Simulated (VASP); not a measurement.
# TiAl6Ni5 (P4/mmm) in VASP: a series of runs, part 3 of 3

VASP 6.6.1.

### 4 Single point, PBE

This run uses another cell than the first one, of 12.87 Å³/atom.

Input file INCAR:

```
ALGO = Fast
EDIFF = 1E-6
ENCUT = 520
GGA = PE
ISIF = 2
ISMEAR = -1
LASPH = True
LCHARG = False
LREAL = False
LWAVE = False
NBANDS = 52
NELM = 100
PREC = Accurate
SIGMA = 0.15
```

Input file KPOINTS:

```
k-points
0
Gamma
  10 10 4
```

Input file POSCAR:

```
TiAl6Ni5
1.0
    4.0662647996      0.0000000000      0.0000000000
    0.0000000000      4.0662647996      0.0000000000
    0.0000000000      0.0000000000      9.3407891927
Ti Al Ni
1 6 5
Direct
    0.5000000000      0.5000000000      0.5000000000
    0.0000000000      0.5000000000      0.0000000000
    0.5000000000      0.0000000000      0.0000000000
    0.0000000000      0.5000000000      0.3133009288
    0.5000000000      0.0000000000      0.3133009288
    0.0000000000      0.5000000000      0.6866990712
    0.5000000000      0.0000000000      0.6866990712
    0.5000000000      0.5000000000      0.1615243761
    0.0000000000      0.0000000000      0.1514061871
    0.0000000000      0.0000000000      0.5000000000
    0.5000000000      0.5000000000      0.8384756239
    0.0000000000      0.0000000000      0.8485938129
```

Potentials or basis: VASP PAW PBE potentials, release 64 (Ti_sv, Al, Ni).

The run is started by

```sh
> cat potpaw_PBE.64/Ti_sv/POTCAR potpaw_PBE.64/Al/POTCAR potpaw_PBE.64/Ni/POTCAR > POTCAR
> mpirun -np 1 vasp_std > vasp.out
```

OUTCAR:

```text
EDIFF = 1E-6
   ENCUT = 520
   GGA = PE
   ISIF = 2
   ISMEAR = -1
   LASPH = True
   LREAL = False
   NELM = 100
   PREC = Accurate

 ion  position               nearest neighbor table
   1  0.500  0.500  0.500-   4 2.68   5 2.68   6 2.68   7 2.68   5 2.68   7 2.68   4 2.68   6 2.68
                            10 2.88  10 2.88  10 2.88  10 2.88
   2  0.000  0.500  0.000-   9 2.48  12 2.48   9 2.48  12 2.48  11 2.53   8 2.53   8 2.53  11 2.53
                             3 2.88   3 2.88   3 2.88   3 2.88   6 2.93   4 2.93
   3  0.500  0.000  0.000-   9 2.48  12 2.48   9 2.48  12 2.48   8 2.53  11 2.53  11 2.53   8 2.53
                             2 2.88   2 2.88   2 2.88   2 2.88   7 2.93   5 2.93
   4  0.000  0.500  0.313-   8 2.48   8 2.48   9 2.53   9 2.53   1 2.68  10 2.68   1 2.68  10 2.68
                             5 2.88   5 2.88   5 2.88   5 2.88   2 2.93
   5  0.500  0.000  0.313-   8 2.48   8 2.48   9 2.53   9 2.53   1 2.68   1 2.68  10 2.68  10 2.68
                             4 2.88   4 2.88   4 2.88   4 2.88   3 2.93
   6  0.000  0.500  0.687-  11 2.48  11 2.48  12 2.53  12 2.53  10 2.68   1 2.68   1 2.68  10 2.68
                             7 2.88   7 2.88   7 2.88   7 2.88   2 2.93
   7  0.500  0.000  0.687-  11 2.48  11 2.48  12 2.53  12 2.53   1 2.68   1 2.68  10 2.68  10 2.68
                             6 2.88   6 2.88   6 2.88   6 2.88   3 2.93
   8  0.500  0.500  0.162-   4 2.48   5 2.48   5 2.48   4 2.48   3 2.53   2 2.53   2 2.53   3 2.53
                             9 2.88   9 2.88   9 2.88   9 2.88  11 3.02
   9  0.000  0.000  0.151-   2 2.48   3 2.48   2 2.48   3 2.48   4 2.53   4 2.53   5 2.53   5 2.53
                            12 2.83   8 2.88   8 2.88   8 2.88   8 2.88
  10  0.000  0.000  0.500-   4 2.68   5 2.68   6 2.68   7 2.68   4 2.68   6 2.68   5 2.68   7 2.68
                             1 2.88   1 2.88   1 2.88   1 2.88
  11  0.500  0.500  0.838-   6 2.48   7 2.48   7 2.48   6 2.48   3 2.53   2 2.53   2 2.53   3 2.53
                            12 2.88  12 2.88  12 2.88  12 2.88   8 3.02
  12  0.000  0.000  0.849-   2 2.48   3 2.48   2 2.48   3 2.48   6 2.53   6 2.53   7 2.53   7 2.53
                             9 2.83  11 2.88  11 2.88  11 2.88  11 2.88

  LATTYP: Found a simple tetragonal cell.
 ALAT       =     4.0662647996
 C/A-ratio  =     2.2971423783

  Lattice vectors:
[... 180 lines left out ...]
   LEPSILON=     F    determine dielectric tensor
   LRPA    =     F    only Hartree local field effects (RPA)
 non-spin polarized calculation
 RMM-DIIS sequential band-by-band and
  energy-cutoff  :      520.00
  volume of cell :      154.45
 maximum number of plane-waves:      4219
   NGX = 15   NGY = 15   NGZ = 35

 number of electron      80.0000032 magnetization

 Free energy of the ion-electron system (eV)
  ---------------------------------------------------
  ext. energy  EPLUGINS =         0.00000000
  ---------------------------------------------------
  free energy    TOTEN  =       -64.66782393 eV

  energy without entropy =      -64.19435779  energy(sigma->0) =      -64.43109086

 E-fermi :   9.5016     XC(G=0): -11.7617

 val. band max:        9.5006870431   @ k =   0.1000   0.0000   0.2500
 cond. band min:       9.5051574767   @ k =   0.2000   0.2000   0.5000
 fundamental gap:      0.0044704336
 Fermi energy:         9.5015532395

 k-point     1 :       0.0000    0.0000    0.0000
  band No.  band energies     occupation
      1     -47.0910      2.00000
      2     -23.4150      2.00000
      3     -23.4150      2.00000
      4     -23.3702      2.00000
      5      -1.2857      2.00000
      6       0.3413      2.00000
[... 1309 lines left out ...]
     51      13.6795      0.00000
     52      13.8133      0.00000

 [... further k-points ...]
[... 5 lines left out ...]
  --------------------------------------------------------------------------------------
  -------------------------------------------------------------------------------------
  Total        0.0708972      0.0708972     -0.0010913      0.0000000      0.0000000      0.0000000
  in kB        0.7354693      0.7354693     -0.0113205      0.0000000      0.0000000      0.0000000
  external PRESSURE =       0.4865393 kB  Pullay stress =       0.0000000 kB

 VOLUME and BASIS-vectors are now :
 -----------------------------------------------------------------------------
  energy-cutoff  :      520.00
  volume of cell :      154.45
      direct lattice vectors                 reciprocal lattice vectors
     4.066264800  0.000000000  0.000000000     0.245925942  0.000000000  0.000000000
     0.000000000  4.066264800  0.000000000     0.000000000  0.245925942  0.000000000
     0.000000000  0.000000000  9.340789193     0.000000000  0.000000000  0.107057335

 POSITION                                       TOTAL-FORCE (eV/Angst)
 -----------------------------------------------------------------------------------
      2.03313      2.03313      4.67039        -0.000000      0.000000      0.000000
      0.00000      2.03313      0.00000        -0.000000      0.000000      0.000000
      2.03313      0.00000      0.00000        -0.000000      0.000000      0.000000
      0.00000      2.03313      2.92648        -0.000000      0.000000     -0.002373
      2.03313      0.00000      2.92648        -0.000000      0.000000     -0.002373
      0.00000      2.03313      6.41431         0.000000     -0.000000      0.002373
      2.03313      0.00000      6.41431         0.000000      0.000000      0.002373
      2.03313      2.03313      1.50877        -0.000000      0.000000     -0.004257
      0.00000      0.00000      1.41425        -0.000000     -0.000000      0.006285
      0.00000      0.00000      4.67039        -0.000000      0.000000      0.000000
      2.03313      2.03313      7.83202        -0.000000     -0.000000      0.004257
      0.00000      0.00000      7.92654         0.000000      0.000000     -0.006285
 -----------------------------------------------------------------------------------
    total drift:                                0.000000      0.000000      0.000000

  FREE ENERGIE OF THE ION-ELECTRON SYSTEM (eV)
  ---------------------------------------------------
  free  energy   TOTEN  =       -64.6678239286 eV

  energy  without entropy=      -64.1943577919  energy(sigma->0) =      -64.43109086
```

It took 7.1 min on 1 thread of Intel Xeon 6975P-C (Granite Rapids), shared host; peak memory 0.53 GiB.

Results:

```yaml
Free_energy: -64.6678 eV
Pressure: 0.0 GPa
Largest_force: 0.006 eV/Å
Band_gap_on_the_k_mesh: zero (bands 40 and 41 overlap by 1.31 eV)
```

Forces on the atoms (eV/Å):
```
Ti   0.000  0.000  0.000
Al   0.000  0.000  0.000
Al   0.000  0.000  0.000
Al   0.000  0.000 -0.002
Al   0.000  0.000 -0.002
Al   0.000  0.000  0.002
Al   0.000  0.000  0.002
Ni   0.000  0.000 -0.004
Ni   0.000  0.000  0.006
Ni   0.000  0.000  0.000
Ni   0.000  0.000  0.004
Ni   0.000  0.000 -0.006
```

Spin polarisation is off, so any magnetic state and its effect on volume and gap are missing.

### 5 Single point, PBE, collinear spin, ferromagnetic start

Input file INCAR:

```
ALGO     = Fast           # electronic algorithm
EDIFF    = 1E-6           # SCF threshold, eV
ENCUT    = 520            # plane-wave cutoff, eV
GGA      = PE             # functional
ISIF     = 2              # what is computed and relaxed
ISMEAR   = 0              # smearing method
ISPIN    = 2              # spin polarisation
LASPH    = True           # aspherical terms in the spheres
LCHARG   = False          # write CHGCAR
LMAXMIX  = 4              # l up to which the mixer works
LORBIT   = 11             # projections on sites
LREAL    = False          # projectors in reciprocal space
LWAVE    = False          # write WAVECAR
MAGMOM   = 1 0 0 0 0 0 0 2 2 2 2 2 # initial moments
NBANDS   = 56             # bands
NELM     = 150            # most SCF steps
PREC     = Accurate       # precision mode
SIGMA    = 0.1            # smearing width, eV
```

Input file KPOINTS:

```
k-points
0
Gamma
  4 4 2
```

Input file POSCAR:

```
TiAl6Ni5
1.0
    4.0812158000      0.0000000000      0.0000000000
    0.0000000000      4.0812158000      0.0000000000
    0.0000000000      0.0000000000      9.2516495000
Ti Al Ni
1 6 5
Direct
    0.5000000000      0.5000000000      0.5000000000
    0.0000000000      0.5000000000      0.0000000000
    0.5000000000      0.0000000000      0.0000000000
    0.0000000000      0.5000000000      0.3137110000
    0.5000000000      0.0000000000      0.3137110000
    0.0000000000      0.5000000000      0.6862890000
    0.5000000000      0.0000000000      0.6862890000
    0.5000000000      0.5000000000      0.1605720000
    0.0000000000      0.0000000000      0.1530280000
    0.0000000000      0.0000000000      0.5000000000
    0.5000000000      0.5000000000      0.8394280000
    0.0000000000      0.0000000000      0.8469720000
```

The run is started by

```sh
> cat potpaw_PBE.64/Ti_sv/POTCAR potpaw_PBE.64/Al/POTCAR potpaw_PBE.64/Ni/POTCAR > POTCAR
> mpirun -np 1 vasp_std > vasp.out
```

Wall time 7.8 min (1 thread of Oxide Virtual Turin-like, shared host); peak memory 0.34 GiB.

Results (log left out):

* Free energy: -64.4677 eV
* Pressure: -0.1 GPa
* Largest force: 0.062 eV/Å
* Band gap on the k mesh: zero (filled and empty bands overlap)
* Net moment: 0.00 μB per cell
* Valence electrons inside the program's atomic spheres: Ti 10.35; Al 0.79, 0.81 (each value once); Ni 9.44, 9.46, 9.24 (each value once)

Forces on the atoms (eV/Å):
```
Ti   0.000  0.000  0.000
Al   0.000  0.000  0.000
Al   0.000  0.000  0.000
Al   0.000  0.000 -0.038
Al   0.000  0.000 -0.038
Al   0.000  0.000  0.038
Al   0.000  0.000  0.038
Ni   0.000  0.000  0.062
Ni   0.000  0.000 -0.024
Ni   0.000  0.000  0.000
Ni   0.000  0.000 -0.062
Ni   0.000  0.000  0.024
```

Stress tensor (GPa, compression positive):
```
 0.21  0.00  0.00
 0.00  0.21  0.00
 0.00  0.00 -0.56
```

Levels at points of the mesh, in eV from the Fermi level:
Spin up:
```tsv
k point	band 36	band 37	band 38	band 39	band 40	band 41	band 42	band 43
(0.00, 0.00, 0.00)	-0.43	-0.40	-0.40	0.05	0.76	1.23	1.23	1.32
(0.50, 0.00, 0.00)	-1.25	-0.73	-0.66	-0.25	0.53	0.69	1.07	1.26
(0.50, 0.50, 0.00)	-1.55	-1.55	-0.75	-0.74	-0.73	-0.56	-0.08	-0.08
(0.00, 0.00, 0.50)	-0.63	-0.63	0.02	0.06	0.48	0.48	1.08	1.60
(0.50, 0.00, 0.50)	-1.10	-0.75	-0.57	-0.36	0.28	0.31	1.19	1.48
(0.50, 0.50, 0.50)	-1.54	-1.54	-0.97	-0.81	-0.68	-0.55	-0.15	-0.15
```
Spin down:
```csv
k point,band 37,band 38,band 39,band 40,band 41,band 42
"(0.00, 0.00, 0.00)",-0.40,-0.40,0.06,0.76,1.23,1.23
"(0.50, 0.00, 0.00)",-0.73,-0.66,-0.25,0.53,0.69,1.07
"(0.50, 0.50, 0.00)",-1.55,-0.75,-0.74,-0.73,-0.56,-0.08
"(0.00, 0.00, 0.50)",-0.63,0.02,0.06,0.48,0.48,1.08
"(0.50, 0.00, 0.50)",-0.75,-0.57,-0.36,0.28,0.31,1.19
"(0.50, 0.50, 0.50)",-1.54,-0.97,-0.81,-0.68,-0.55,-0.15
```

Caveat: the k points lie up to 0.38 Å⁻¹ apart, too coarse for converged energies and pressures of a metal; the moments typed at the start vanished in this run.

### 6 Summary

| cell | k mesh | smearing | gap on the mesh (eV) | pressure (GPa) | largest force (eV/Å) |
| --- | --- | --- | --- | --- | --- |
| a = 4.081, b = 4.081, c = 9.252 Å, 12 atoms, atomic positions A | 4 × 4 × 2 | gaussian 0.1 eV | none | -0.1 | 0.06 |
| a = 4.081, b = 4.081, c = 9.252 Å, 12 atoms, atomic positions A | 10 × 10 × 4 | gaussian 0.1 eV | none | 0.0 | 0.01 |
| a = 4.066, b = 4.066, c = 9.341 Å, 12 atoms, atomic positions B | 10 × 10 × 4 | fermi-dirac 0.15 eV | none | 0.0 | 0.01 |

Alike in all rows: task single point; level PBE; potentials or basis VASP PAW PBE potentials, release 64 (Ti_sv, Al, Ni); no spin polarisation; cutoff (eV) 520.

Caveats: some runs use coarse meshes.

Total energies depend on the potentials used, so only differences within one code and one set of settings carry meaning.

The gap in the log of VASP goes by the Fermi energy; the results here count the filled bands.